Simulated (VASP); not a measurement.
A run of VASP 6.6.1 is set up as follows.

Contents of INCAR:

```
  PREC = Accurate
  ENCUT = 520
  EDIFF = 1E-6
  ISMEAR = -1
  SIGMA = 0.05
  LREAL = F
  LASPH = T
  NELM = 150
  ALGO = Normal
  ISIF = 2
  LWAVE = F
  LCHARG = F
  MAGMOM = 0 0 0
  LORBIT = 11
  LSORBIT = T
  GGA_COMPAT = F
  LORBMOM = T
  GGA = PS
  NBANDS = 24
```

The input KPOINTS:

```
Automatic mesh
0
Gamma
  10 10 10
```

File POSCAR:

```
In
1.0
   -1.8825252400      1.8825252400      1.8825252400
    1.8825252400     -1.8825252400      1.8825252400
    1.8825252400      1.8825252400     -1.8825252400
In
1
Direct
    0.0000000000      0.0000000000      0.0000000000
```

Potentials or basis: VASP PAW PBE potentials, release 64 (In_d).

The run is started by

```console
$ cat potpaw_PBE.64/In_d/POTCAR > POTCAR
$ mpirun -np 1 vasp_ncl > vasp.out
```

(1) Estimate the pressure.

(2) Estimate the net moment.

Results:

(1) -1.4 GPa.

(2) 0.00 μB per cell.

Caveat: the PAW data sets were made with another functional, which shifts forces and pressure a little.
